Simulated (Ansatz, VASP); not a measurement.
## One calculation of C, two programs

```
C
1.0
     1.22803    0.70900    3.34701
    -1.22803    0.70900    3.34701
     0.00000   -1.41800    3.34701
C
2
Direct
  0.17030 0.25173 0.06997
  0.83600 0.83600 0.83600
```

Alike in both runs: task single point; functional r2SCAN; k mesh 12 × 12 × 12; occupations gaussian, width 0.05 eV; no spin polarisation.

|  | VASP | Ansatz |
| --- | --- | --- |
| version | VASP 6.6.1 | Ansatz 0.2.0 |
| potentials or method | VASP PAW PBE potentials, release 64 (C), cutoff 520 eV | scalar-relativistic, plane waves, PAW |
| valence electrons in the cell | 8 | 8 |

|  | VASP | Ansatz | Ansatz less VASP |
| --- | --- | --- | --- |
| gap on the k mesh at the Fermi level (eV) | none | none | - |
| pressure (GPa) | 22.7 | 22.2 | -0.52 |
| traceless stress, the component that is largest in VASP (GPa) | 33.51 | 32.65 | -0.868 |
| rms of the force components (eV/Å) | 6.703 | 6.667 | -0.0357 |

VASP's potentials were made for PBE, not for r2SCAN. Atom by atom the forces differ by 0.052 eV/Å (rms over components). A gap of «none» marks a metal or a gap that the smearing closes. With one functional, cell and mesh, what is left measures potentials, basis and numerics.
